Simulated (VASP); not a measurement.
Wanted: the native input for a VASP 6.6.1 run.

* Task: single point
* Functional: PBEsol
* Potentials or basis: VASP PAW PBE potentials, release 64 (In_d, Sb)
* Cutoff: 520 eV
* k mesh: 14 × 14 × 14
* Occupations: gaussian, width 0.15 eV
* Spin: no spin polarisation
* Dipole correction: no
* Further INCAR settings: ALGO = Normal; EDIFF = 1e-06; NBANDS = 16

The structure of InSb lies in POSCAR:

```
InSb
1.0
    0.0000000000      3.3557860497      2.5658164453
    3.1342202531      0.0000000000      2.5658164453
    3.1342202531      3.3557860497      0.0000000000
In Sb
1 1
Direct
    0.0000000000      0.0000000000      0.0000000000
    0.5000000000      0.5000000000      0.5000000000
```

This cell differs from its parent crystal: strain +e along x and -e along y -0.0367, strain +e along z and -e/2 along x and y -0.1500.

One way to write it, as run:

INCAR

```
SYSTEM = InSb
PREC = Accurate ; ENCUT = 520
EDIFF = 1E-6 ; ISMEAR = 0
SIGMA = 0.15 ; LREAL = .False.
LASPH = .True. ; NELM = 60
ALGO = Normal ; ISIF = 2
LWAVE = .False. ; LCHARG = .False.
GGA = PS ; NBANDS = 16
```

KPOINTS

```
Automatic mesh
0
Gamma
  14 14 14
  0 0 0
```

Potentials or basis: VASP PAW PBE potentials, release 64 (In_d, Sb).

Run with:

```console
$ cat potpaw_PBE.64/In_d/POTCAR potpaw_PBE.64/Sb/POTCAR > POTCAR
$ mpirun -np 1 vasp_std > vasp.out
```

Results of the run:

The pressure is 9.8 GPa. The band gap on the k mesh is zero (bands 9 and 10 overlap by 3.48 eV).

Caveat: the cell differs from its parent crystal (strain +e along x and -e along y -0.0367, strain +e along z and -e/2 along x and y -0.1500); the cell stands under pressure; the PAW data sets were made with another functional, which shifts forces and pressure a little; spin-orbit coupling is left out, which moves the levels of the heavy elements.

It took 4.5 min on 1 thread of Intel(R) Xeon(R) Platinum 8259CL CPU @ 2.50GHz (Skylake/Cascade Lake), on a shared host, peak memory 0.49 GiB.
